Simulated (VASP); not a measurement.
Here is a VASP 6.6.1 calculation.

INCAR

```
SYSTEM = Al2O3
PREC = Accurate
ENCUT = 520
EDIFF = 1E-7
ISMEAR = 0
SIGMA = 0.05
LREAL = .FALSE.
LASPH = .TRUE.
NELM = 100
ALGO = Normal
ISIF = 2
LWAVE = .FALSE.
LCHARG = .FALSE.
GGA = PS
NBANDS = 20
```

The input KPOINTS:

```
Automatic mesh
0
G
  12 12 4
  0 0 0
```

POSCAR

```
Al2O3
1.0
    3.0174825440      0.0000000000      0.0000000000
   -1.5087412720      2.6132165386      0.0000000000
    0.0000000000      0.0000000000      6.9686651220
Al O
2 3
Direct
    0.0000000000      0.0000000000      0.2779510000
    0.0000000000      0.0000000000      0.7220490000
    0.3333333333      0.6666666667      0.1994540000
    0.6666666667      0.3333333333      0.8005460000
    0.0000000000      0.0000000000      0.5000000000
```

Potentials or basis: VASP PAW PBE potentials, release 64 (Al, O).

Command:

```sh
$ cat potpaw_PBE.64/Al/POTCAR potpaw_PBE.64/O/POTCAR > POTCAR
$ mpirun -np 1 vasp_std > vasp.out
```

What does it give for the pressure?

17.3 GPa.

What does it give for the largest force?

5.348 eV/Å.

What does it give for the band gap on the k mesh?

3.60 eV, direct.

Stress tensor (GPa, compression positive):
```
-2.15  0.00  0.00
 0.00 -2.15  0.00
 0.00  0.00 56.05
```

Caveat: the cell differs from its parent crystal (strain +0.000 along x and y, -0.080 along z); the PAW data sets were made with another functional, which shifts forces and pressure a little. A k mesh can miss the band edges.
